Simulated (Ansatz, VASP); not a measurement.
## TaSiH4: VASP beside Ansatz

File INCAR:

```
  ALGO = Normal
  EDIFF = 1E-6
  ENCUT = 520
  GGA = PE
  ISIF = 2
  ISMEAR = 0
  LASPH = T
  LCHARG = F
  LREAL = F
  LWAVE = F
  NBANDS = 18
  NELM = 80
  PREC = Accurate
  SIGMA = 0.1
```

The input KPOINTS:

```
k-points
0
Gamma
  6 6 6
```

File POSCAR:

```
TaSiH4
1.0
    0.0000000000      3.0009775000      3.0009775000
    3.0009775000      0.0000000000      3.0009775000
    3.0009775000      3.0009775000      0.0000000000
Ta Si H
1 1 4
Direct
    0.0000000000      0.0000000000      0.0000000000
    0.2500000000      0.2500000000      0.2500000000
    0.4219763200      0.4219763200      0.4219763200
    0.4219763200      0.4219763200      0.7340710400
    0.4219763200      0.7340710400      0.4219763200
    0.7340710400      0.4219763200      0.4219763200
```

Input for Ansatz:

```yaml
crystal:
  lattice:
    - [0.0, 3.0009775, 3.0009775]
    - [3.0009775, 0.0, 3.0009775]
    - [3.0009775, 3.0009775, 0.0]
  atoms:
    - { symbol: Ta, position: [0.0, 0.0, 0.0] }
    - { symbol: Si, position: [0.25, 0.25, 0.25] }
    - { symbol: H, position: [0.42197632, 0.42197632, 0.42197632] }
    - { symbol: H, position: [0.42197632, 0.42197632, 0.73407104] }
    - { symbol: H, position: [0.42197632, 0.73407104, 0.42197632] }
    - { symbol: H, position: [0.73407104, 0.42197632, 0.42197632] }
basis:
  ecutwfc: 420
kpoints:
  mp_grid: { grid: [6, 6, 6] }
hamiltonian:
  xc: pbe
scf:
  occupations: { method: gaussian, width: 0.1 }
  lower_state_search: "off"
output:
  forces: true
  stress: true
  eigenvalues: true
```

Alike in both runs: task single point; functional PBE; k mesh 6 × 6 × 6; occupations gaussian, width 0.1 eV; no spin polarisation.

|  | VASP | Ansatz |
| --- | --- | --- |
| version | VASP 6.6.1 | Ansatz 0.2.0 |
| potentials or method | VASP PAW PBE potentials, release 64 (Ta_pv, Si, H), cutoff 520 eV | scalar-relativistic, plane waves, PAW |
| valence electrons in the cell | 19 | 21 |

```csv
,VASP,Ansatz,Ansatz less VASP
gap on the k mesh at the Fermi level (eV),none,none,-
pressure (GPa),0.0,0.1,+0.11
rms of the force components (eV/Å),0.214,0.210,-0.0045
```

Atom by atom the forces differ by 0.004 eV/Å (rms over components). A gap of «none» marks a metal or a gap that the smearing closes. The functional is the same, so the differences come from potentials, cutoffs and numerics. VASP's potentials hold 19 valence electrons a cell and Ansatz's 21, so a difference there can come from the potentials and not from the codes.

Neither program's run includes spin-orbit coupling.
